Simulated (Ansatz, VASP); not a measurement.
TaTe: VASP beside Ansatz

```
CELL_PARAMETERS angstrom
0.00000 2.84536 2.84536
2.84536 0.00000 2.84536
2.84536 2.84536 0.00000
ATOMIC_POSITIONS crystal
Ta 0.00000 0.00000 0.00000
Te 0.50000 0.50000 0.50000
```

Alike in both runs: task relaxation of cell and atoms; functional PBE; k mesh 16 × 16 × 16; occupations gaussian, width 0.1 eV; no spin polarisation.

|  | VASP | Ansatz |
| --- | --- | --- |
| version | VASP 6.6.1 | Ansatz 0.2.0 |
| potentials or method | VASP PAW PBE potentials, release 64 (Ta_pv, Te), cutoff 600 eV | scalar-relativistic, plane waves, PAW |
| valence electrons in the cell | 17 | 29 |

```csv
,VASP,Ansatz,Ansatz less VASP
"gap on the k mesh at the Fermi level, each at its own relaxed structure (eV)",none,none,-
relaxed volume (Å³/atom),23.15,23.14,-0.010
relaxed length of the cell vector where the two differ most in proportion (Å),4.031,4.030,-0.0006
```

A gap of «none» marks a metal or a gap that the smearing closes. VASP's potentials hold 17 valence electrons a cell and Ansatz's 29, so a difference there can come from the potentials and not from the codes.

Spin-orbit coupling is off throughout. Noted on VASP's run: too few bands were computed for a metal, which touches its energy and stress.
